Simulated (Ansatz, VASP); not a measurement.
# One calculation of Al2Cu, two programs

POSCAR

```
Al2Cu
1.0
    4.0866984621      0.0013549814     -0.0100177851
    0.0013549814      4.1025583957      0.0178365925
   -0.0070556074      0.0125624568      2.9085422956
Al Cu
2 1
Direct
    0.4687560276      0.0117958310      0.4766540501
    0.0213922591      0.5074259987      0.4270045301
    0.0251393845      0.0352885078      0.0181625366
```

Contents of INCAR.step1:

```
PREC = Accurate
ENCUT = 520
ISMEAR = 0
SIGMA = 0.1
LREAL = F
LASPH = T
NELM = 80
NBANDS = 16
GGA = PE
ALGO = Normal
EDIFF = 1E-4
LWAVE = T
LCHARG = F
```

INCAR.step2

```
PREC = Accurate
ENCUT = 520
EDIFF = 1E-6
ISMEAR = 0
SIGMA = 0.1
LREAL = F
LASPH = T
NELM = 80
ALGO = Normal
ISIF = 2
LWAVE = F
LCHARG = F
METAGGA = R2SCAN
LMIXTAU = T
NBANDS = 16
ISTART = 1
```

The input KPOINTS:

```
regular mesh
0
Gamma
  4 4 6
```

Input for Ansatz:

```yaml
crystal:
  lattice:
    - [4.0866984621, 0.0013549814, -0.0100177851]
    - [0.0013549814, 4.1025583957, 0.0178365925]
    - [-0.0070556074, 0.0125624568, 2.9085422956]
  atoms:
    - { symbol: Al, position: [0.4687560276, 0.011795831, 0.4766540501] }
    - { symbol: Al, position: [0.0213922591, 0.5074259987, 0.4270045301] }
    - { symbol: Cu, position: [0.0251393845, 0.0352885078, 0.0181625366] }
basis:
  ecutwfc: 500
kpoints:
  mp_grid: { grid: [4, 4, 6] }
hamiltonian:
  xc: r2scan
scf:
  occupations: { method: gaussian, width: 0.1 }
output:
  forces: true
  stress: true
  eigenvalues: true
```

Change from the starting cell: kmesh displaced: [4, 4, 6] Gamma-centred.

Alike in both runs: task single point; functional r2SCAN; k mesh 4 × 4 × 6; occupations gaussian, width 0.1 eV; no spin polarisation.

|  | VASP | Ansatz |
| --- | --- | --- |
| version | VASP 6.6.1 | Ansatz 0.2.0 |
| potentials or method | VASP PAW PBE potentials, release 64 (Al, Cu), cutoff 520 eV | scalar-relativistic, plane waves, PAW |
| valence electrons in the cell | 17 | 25 |

Ansatz gave:

```
gap on the k mesh at the Fermi level (eV)                     : none
pressure (GPa)                                                : 2.1
traceless stress, the component that is largest in VASP (GPa) : 2.95
rms of the force components (eV/Å)                            : 1.166
```

Question: Which values does VASP return?

Answer: gap on the k mesh at the Fermi level (eV): none; pressure (GPa): 1.9; traceless stress, the component that is largest in VASP (GPa): 2.96; rms of the force components (eV/Å): 1.168.

VASP's potentials were made for PBE, not for r2SCAN. Atom by atom the forces differ by 0.003 eV/Å (rms over components). A gap of «none» marks a metal or a gap that the smearing closes. VASP's potentials hold 17 valence electrons a cell and Ansatz's 25, so a difference there can come from the potentials and not from the codes.

The k mesh is coarse, so the values compare programs but aren't converged.
